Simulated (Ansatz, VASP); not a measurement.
## Two plane-wave programs on SnTe

```
Te Sn
1.0
     0.03151    3.15085    3.15085
     3.15085    0.03151    3.15085
     3.18236    3.18236    0.00000
Te Sn
1 1
Direct
  0.50000 0.50000 0.50000
  0.00000 0.00000 0.00000
```

Alike in both runs: functional PBE; k mesh 6 × 6 × 6; occupations fermi-dirac, width 0.05 eV; no spin polarisation.

|  | VASP | Ansatz |
| --- | --- | --- |
| version | VASP 6.6.1 | Ansatz 0.2.0 |
| potentials or method | VASP PAW PBE potentials, release 64 (Te, Sn_d) | Ansatz PAW |
| plane-wave cutoff (eV) | 520 | 420 |
| valence electrons in the cell | 20 | 30 |
| task | single point | band structure |

|  | VASP | Ansatz | Ansatz less VASP |
| --- | --- | --- | --- |
| gap on the k mesh at the Fermi level (eV) | none | none | - |
| pressure (GPa) | 2.2 | 2.3 | +0.05 |
| traceless stress, the component that is largest in VASP (GPa) | -0.16 | -0.16 | -0.001 |

A gap of «none» marks a metal or a gap that the smearing closes. With one functional, cell and mesh, what is left measures potentials, basis and numerics. VASP's potentials hold 20 valence electrons a cell and Ansatz's 30, so a difference there can come from the potentials and not from the codes.

Neither program's run includes spin-orbit coupling.
